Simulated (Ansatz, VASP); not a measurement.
# Two plane-wave programs on ZnS4

```
Zn S
1.0
     3.20763   -2.40568   -0.01497
     3.20763    2.40568   -0.01497
    -2.24639    0.00000    7.16707
Zn S
1 4
Direct
  0.03181 0.96819 0.00000
  0.43937 0.00311 0.82287
  0.66162 0.63169 0.59303
  0.99689 0.56063 0.17713
  0.36831 0.33838 0.40697
```

Alike in both runs: functional PBE; k mesh 8 × 8 × 4; occupations gaussian, width 0.02 eV; no spin polarisation.

Ansatz relaxed the structure, and its values are those at the end. VASP's run is a single point on that final structure, the one shown.

|  | VASP | Ansatz |
| --- | --- | --- |
| version | VASP 6.6.1 | Ansatz 0.2.0 |
| potentials or method | VASP PAW PBE potentials, release 64 (Zn, S), cutoff 520 eV | scalar-relativistic, plane waves, PAW |
| valence electrons in the cell | 36 | 36 |

Ansatz gave:

| Item | Value |
| --- | --- |
| gap on the k mesh at the Fermi level (eV) | 1.45 |
| least direct gap on the mesh (eV) | 1.58 |
| pressure (GPa) | 0.0 |
| rms of the force components (eV/Å) | 0.003 |

Task: What did VASP give for the same quantities?

Result: gap on the k mesh at the Fermi level (eV): 1.48; least direct gap on the mesh (eV): 1.61; pressure (GPa): -0.3; rms of the force components (eV/Å): 0.050.
